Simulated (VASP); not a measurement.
Input of a VASP 6.6.1 run:

Contents of POSCAR:

```
LaS
1.0
    0.0000000000      2.9270000000      2.9270000000
    2.9270000000      0.0000000000      2.9270000000
    2.9270000000      2.9270000000      0.0000000000
La S
1 1
Direct
    0.0000000000      0.0000000000      0.0000000000
    0.5000000000      0.5000000000      0.5000000000
```

INCAR.step1

```
PREC = Accurate ; ENCUT = 520
ISMEAR = -1 ; SIGMA = 0.15
LREAL = False ; LASPH = True
NELM = 80 ; NBANDS = 16
GGA = PE ; ALGO = Normal
EDIFF = 1E-4 ; LWAVE = True
LCHARG = False
```

The input INCAR.step2:

```
PREC = Accurate ; ENCUT = 520
EDIFF = 1E-6 ; ISMEAR = -1
SIGMA = 0.15 ; LREAL = False
LASPH = True ; NELM = 80
ALGO = Normal ; ISIF = 2
LWAVE = False ; LCHARG = True
METAGGA = R2SCAN ; LMIXTAU = True
LELF = True ; LVHAR = True
NBANDS = 16 ; ISTART = 1
```

File KPOINTS:

```
Automatic mesh
0
Gamma
  3 3 3
```

Potentials or basis: VASP PAW PBE potentials, release 64 (La, S).

Command:

```sh
$ cat potpaw_PBE.64/La/POTCAR potpaw_PBE.64/S/POTCAR > POTCAR
$ cp INCAR.step1 INCAR
$ mpirun -np 1 vasp_std > vasp.out
$ cp INCAR.step2 INCAR
$ mpirun -np 1 vasp_std > vasp.out
```

Q: Predict the pressure.

A: 2.2 GPa.

Caveat: the k points lie up to 0.62 Å⁻¹ apart; the PAW data sets were made with another functional, which shifts forces and pressure a little.
